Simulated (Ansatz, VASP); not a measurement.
NaI in VASP and in Ansatz

```xyz
2
Lattice="0.0000 3.2364 3.2364 3.2364 0.0000 3.2364 3.2364 3.2364 0.0000" Properties=species:S:1:pos:R:3 pbc="T T T"
Na    0.0000    0.0000    0.0000
I     3.2849    3.2849    3.2364
```

Alike in both runs: task single point; functional PBEsol; k mesh 4 × 4 × 4; no spin polarisation.

|  | VASP | Ansatz |
| --- | --- | --- |
| version | VASP 6.6.1 | Ansatz 0.2.0 |
| potentials or method | VASP PAW PBE potentials, release 64 (Na_pv, I) | plane waves, PAW |
| plane-wave cutoff (eV) | 500 | 420 |
| occupations | gaussian, width 0.01 eV | fixed |
| valence electrons in the cell | 14 | 26 |

```csv
,VASP,Ansatz,Ansatz less VASP
rms of the force components (eV/Å),0.034,0.033,-0.0005
```

VASP's potentials were made for PBE, not for PBEsol. Atom by atom the forces differ by 0.001 eV/Å (rms over components). VASP's potentials hold 14 valence electrons a cell and Ansatz's 26, so a difference there can come from the potentials and not from the codes.

The k mesh is coarse, so the values compare programs but aren't converged. Spin-orbit coupling is off throughout.
